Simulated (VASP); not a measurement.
# Zr (Im-3m) in VASP: a series of runs, part 2 of 2

VASP 6.6.1.

## 3. Single point, LDA

This run uses another cell than the first one, of 24.67 Å³/atom, 1.020 times its volume.

INCAR reads:

```
ALGO = Normal
EDIFF = 1E-6
ENCUT = 500
GGA_COMPAT = F
ISIF = 2
ISMEAR = -1
LASPH = T
LCHARG = T
LELF = T
LREAL = F
LVHAR = T
LWAVE = F
NBANDS = 12
NELM = 120
PREC = Accurate
SIGMA = 0.05
```

KPOINTS reads:

```
k-points
0
Gamma
  10 10 10
```

POSCAR reads:

```
Zr
1.0
   -1.8338185209      1.8338185209      1.8338185209
    1.8338185209     -1.8338185209      1.8338185209
    1.8338185209      1.8338185209     -1.8338185209
Zr
1
Direct
    0.0000000000      0.0000000000      0.0000000000
```

Potentials or basis: VASP PAW LDA potentials, release 64 (Zr_sv).

The run is started by

```bash
cat potpaw_LDA.64/Zr_sv/POTCAR > POTCAR
mpirun -np 1 vasp_std > vasp.out
```

OUTCAR:

```text
EDIFF = 1E-6
   ENCUT = 500
   ISIF = 2
   ISMEAR = -1
   LASPH = T
   LREAL = F
   NELM = 120
   PREC = Accurate

 ion  position               nearest neighbor table
   1  0.000  0.000  0.000-

  LATTYP: Found a body centered cubic cell.
 ALAT       =     3.6676370418

  Lattice vectors:

 A1 = (  -1.8338185209,   1.8338185209,   1.8338185209)
 A2 = (   1.8338185209,  -1.8338185209,   1.8338185209)
 A3 = (   1.8338185209,   1.8338185209,  -1.8338185209)

Analysis of symmetry for initial positions (statically):
[... 527 lines left out ...]
      4     -18.2324      2.00000
      5       5.0382      2.00000
      6       8.0635      0.12129
      7       8.0842      0.08187
      8      10.2429      0.00000
      9      11.3696      0.00000
     10      11.9352      0.00000
     11      19.3405      0.00000
     12      20.8626      0.00000

 [... further k-points ...]
[... 5 lines left out ...]
  --------------------------------------------------------------------------------------
  -------------------------------------------------------------------------------------
  Total       -1.8547751     -1.8547751     -1.8547751      0.0000000     -0.0000000      0.0000000
  in kB     -120.4683003   -120.4683003   -120.4683003      0.0000000     -0.0000000      0.0000000
  external PRESSURE =    -120.4683003 kB  Pullay stress =       0.0000000 kB

 VOLUME and BASIS-vectors are now :
 -----------------------------------------------------------------------------
  energy-cutoff  :      500.00
  volume of cell :       24.67
      direct lattice vectors                 reciprocal lattice vectors
    -1.833818521  1.833818521  1.833818521     0.000000000  0.272655115  0.272655115
     1.833818521 -1.833818521  1.833818521     0.272655115  0.000000000  0.272655115
     1.833818521  1.833818521 -1.833818521     0.272655115  0.272655115  0.000000000

 POSITION                                       TOTAL-FORCE (eV/Angst)
 -----------------------------------------------------------------------------------
      0.00000      0.00000      0.00000        -0.000000      0.000000     -0.000000
 -----------------------------------------------------------------------------------
    total drift:                                0.000000      0.000000      0.000000

  FREE ENERGIE OF THE ION-ELECTRON SYSTEM (eV)
  ---------------------------------------------------
  free  energy   TOTEN  =        -9.1110232460 eV

  energy  without entropy=       -9.0944473097  energy(sigma->0) =       -9.10273528
```

OSZICAR:

```text
N       E                     dE             d eps       ncg     rms          rms(c)
DAV:   1     0.826166703182E+02    0.82617E+02   -0.67494E+03  1128   0.960E+02
DAV:   2    -0.651564955178E+01   -0.89132E+02   -0.86488E+02  1308   0.264E+02
DAV:   3    -0.945649986561E+01   -0.29409E+01   -0.29016E+01  1692   0.409E+01
DAV:   4    -0.951472074362E+01   -0.58221E-01   -0.58186E-01  1308   0.535E+00
DAV:   5    -0.951558359767E+01   -0.86285E-03   -0.86283E-03  1636   0.505E-01    0.915E+00
DAV:   6    -0.917375385291E+01    0.34183E+00   -0.42608E-01  1244   0.568E+00    0.346E+00
DAV:   7    -0.911033665958E+01    0.63417E-01   -0.18710E-01  1344   0.346E+00    0.609E-01
DAV:   8    -0.911102542830E+01   -0.68877E-03   -0.96894E-03  1340   0.112E+00    0.122E-01
DAV:   9    -0.911103120773E+01   -0.57794E-05   -0.39021E-04  1432   0.182E-01    0.199E-02
DAV:  10    -0.911102349215E+01    0.77156E-05   -0.22011E-05  1328   0.441E-02    0.104E-02
DAV:  11    -0.911102324598E+01    0.24617E-06   -0.13131E-06  1176   0.970E-03
   1 F= -.91110232E+01 E0= -.91027353E+01  d E =-.165759E-01
```

stdout:

```text
POSCAR found type information on POSCAR Zr
 POSCAR found :  1 types and       1 ions
 scaLAPACK will be used
 LDA part: xc-table for (Slater(with rela. corr.)+CA(PZ))
 , standard interpolation
 POSCAR, INCAR and KPOINTS ok, starting setup
 FFT: planning ... GRIDC
 FFT: planning ... GRID_SOFT
 FFT: planning ... GRID
 WAVECAR not read
 entering main loop
```

Wall time 6.2 s (1 thread of Intel Xeon 6975P-C, shared host); peak memory 0.13 GiB.

What came out:

| Property | Result |
| --- | --- |
| Free energy | -9.1110 eV |
| Pressure | -12.0 GPa |
| Band gap on the k mesh | zero (band 6 reaches 8.94 eV, above the bottom of band 7 at 7.21 eV) |

## 4. Single point, PBEsol

This run uses another cell than the first one, of 23.72 Å³/atom, 0.980 times its volume.

INCAR reads:

```
SYSTEM = Zr
PREC     = Accurate       ! precision mode
ENCUT    = 500            ! plane-wave cutoff, eV
EDIFF    = 1E-6           ! SCF threshold, eV
ISMEAR   = -1             ! smearing method
SIGMA    = 0.05           ! smearing width, eV
LREAL    = .False.        ! projectors in reciprocal space
LASPH    = .True.         ! aspherical terms in the spheres
NELM     = 120            ! most SCF steps
ALGO     = Normal         ! electronic algorithm
ISIF     = 2              ! what is computed and relaxed
LWAVE    = .False.        ! write WAVECAR
LCHARG   = .True.         ! write CHGCAR
GGA      = PS             ! functional
LELF     = .True.         ! ELF
LVHAR    = .True.       
NBANDS   = 12             ! bands
GGA_COMPAT= .False.
```

KPOINTS reads:

```
Automatic mesh
0
Gamma
  10 10 10
  0 0 0
```

POSCAR reads:

```
Zr
1.0
   -1.8100000000      1.8100000000      1.8100000000
    1.8100000000     -1.8100000000      1.8100000000
    1.8100000000      1.8100000000     -1.8100000000
Zr
1
Direct
    0.0000000000      0.0000000000      0.0000000000
```

Potentials or basis: VASP PAW PBE potentials, release 64 (Zr_sv).

The run is started by

```bash
cat potpaw_PBE.64/Zr_sv/POTCAR > POTCAR
mpirun -np 1 vasp_std > vasp.out
```

It took 7.4 s on 1 thread of Intel Xeon 6975P-C, shared host; peak memory 0.14 GiB.

It converged, with:

```yaml
Free_energy: -8.9833 eV
Pressure: -7.0 GPa
Band_gap_on_the_k_mesh: zero (band 6 reaches 9.49 eV, above the bottom of band 7 at 7.70 eV)
```

Levels at points of the mesh, in eV from the Fermi level:
```tsv
k point	band 3	band 4	band 5	band 6	band 7	band 8	band 9	band 10
(0.00, 0.00, 0.00)	-26.03	-26.03	-5.40	1.07	1.07	1.07	3.50	3.50
(0.50, 0.00, 0.00)	-26.32	-26.03	-2.78	-0.68	1.49	3.48	4.14	6.16
(0.50, 0.50, 0.50)	-26.66	-26.66	-2.50	-2.50	5.50	5.50	5.50	7.20
```

Caveat: the PAW data sets were made with another functional, which shifts forces and pressure a little.

## 5. Single point, PBEsol

INCAR reads:

```
SYSTEM = Zr
  ALGO = Normal
  EDIFF = 1E-6
  ENCUT = 500
  GGA = PS
  GGA_COMPAT = .FALSE.
  ISIF = 2
  ISMEAR = -1
  LASPH = .TRUE.
  LCHARG = .FALSE.
  LREAL = .FALSE.
  LWAVE = .FALSE.
  NBANDS = 12
  NELM = 120
  PREC = Accurate
  SIGMA = 0.05
```

KPOINTS reads:

```
k-points
0
G
  10 10 10
  0 0 0
```

POSCAR reads:

```
Zr
1.0
   -1.8219871043      1.8219871043      1.8219871043
    1.8219871043     -1.8219871043      1.8219871043
    1.8219871043      1.8219871043     -1.8219871043
Zr
1
Direct
    0.0000000000      0.0000000000      0.0000000000
```

The run is started by

```bash
cat potpaw_PBE.64/Zr_sv/POTCAR > POTCAR
mpirun -np 1 vasp_std > vasp.out
```

Run time: 7.3 s. Hardware: 1 thread of Intel Xeon 6975P-C, shared host; peak memory 0.14 GiB.

It converged, with:

```yaml
Free_energy: -8.9610 eV
Pressure: -8.2 GPa
Band_gap_on_the_k_mesh: zero (band 6 reaches 9.26 eV, above the bottom of band 7 at 7.47 eV)
```

Levels at points of the mesh, in eV from the Fermi level:
```tsv
k point	band 4	band 5	band 6	band 7	band 8	band 9
(0.00, 0.00, 0.00)	-26.09	-5.36	1.06	1.06	1.06	3.44
(0.50, 0.00, 0.00)	-26.10	-2.72	-0.65	1.41	3.41	4.05
(0.50, 0.50, 0.50)	-26.69	-2.42	-2.42	5.38	5.38	5.38
```

Caveat: the PAW data sets were made with another functional, which shifts forces and pressure a little.

## 6. Single point, PBEsol

This run uses another cell than the first one, of 24.67 Å³/atom, 1.020 times its volume.

INCAR reads:

```
PREC = Accurate ; ENCUT = 500
EDIFF = 1E-6 ; ISMEAR = -1
SIGMA = 0.05 ; LREAL = F
LASPH = T ; NELM = 120
ALGO = Normal ; ISIF = 2
LWAVE = F ; LCHARG = T
GGA = PS ; LELF = T
LVHAR = T ; NBANDS = 12
GGA_COMPAT = F
```

KPOINTS reads:

```
Automatic mesh
0
Gamma
  10 10 10
```

POSCAR reads:

```
Zr
1.0
   -1.8338185209      1.8338185209      1.8338185209
    1.8338185209     -1.8338185209      1.8338185209
    1.8338185209      1.8338185209     -1.8338185209
Zr
1
Direct
    0.0000000000      0.0000000000      0.0000000000
```

Potentials or basis: VASP PAW PBE potentials, release 64 (Zr_sv).

The run is started by

```bash
cat potpaw_PBE.64/Zr_sv/POTCAR > POTCAR
mpirun -np 1 vasp_std > vasp.out
```

It took 6.6 s on 1 thread of Intel Xeon 6975P-C, shared host; peak memory 0.14 GiB.

Results (log left out):

```
Free energy            : -8.9349 eV
Pressure               : -9.4 GPa
Band gap on the k mesh : zero (band 6 reaches 9.05 eV, above the bottom of band 7 at 7.28 eV)
```

Levels at points of the mesh, in eV from the Fermi level:
```csv
k point,band 3,band 4,band 5,band 6,band 7,band 8,band 9,band 10
"(0.00, 0.00, 0.00)",-26.16,-26.16,-5.32,1.05,1.05,1.05,3.38,3.38
"(0.50, 0.00, 0.00)",-26.42,-26.16,-2.67,-0.61,1.35,3.34,3.97,5.87
"(0.50, 0.50, 0.50)",-26.72,-26.72,-2.34,-2.34,5.26,5.26,5.26,6.93
```

Caveat: the PAW data sets were made with another functional, which shifts forces and pressure a little.

## 7. Summary

```csv
level,potentials or basis,cell,gap on the mesh (eV),pressure (GPa)
LDA,"VASP PAW LDA potentials, release 64 (Zr_sv)","a = 3.156 Å, angles 109.5°, 1 atom",none,-10.9
LDA,"VASP PAW LDA potentials, release 64 (Zr_sv)","a = 3.176 Å, angles 109.5°, 1 atom",none,-12.0
PBEsol,"VASP PAW PBE potentials, release 64 (Zr_sv)","a = 3.135 Å, angles 109.5°, 1 atom",none,-7.0
PBEsol,"VASP PAW PBE potentials, release 64 (Zr_sv)","a = 3.156 Å, angles 109.5°, 1 atom",none,-8.2
PBEsol,"VASP PAW PBE potentials, release 64 (Zr_sv)","a = 3.176 Å, angles 109.5°, 1 atom",none,-9.4
```

Alike in all rows: task single point; no spin polarisation; k mesh 10 × 10 × 10; cutoff (eV) 500; smearing fermi-dirac 0.05 eV.

Caveats: the PAW data sets were made with another functional, which shifts forces and pressure a little (some runs).

Absolute energies hang on the potentials; compare differences alone.
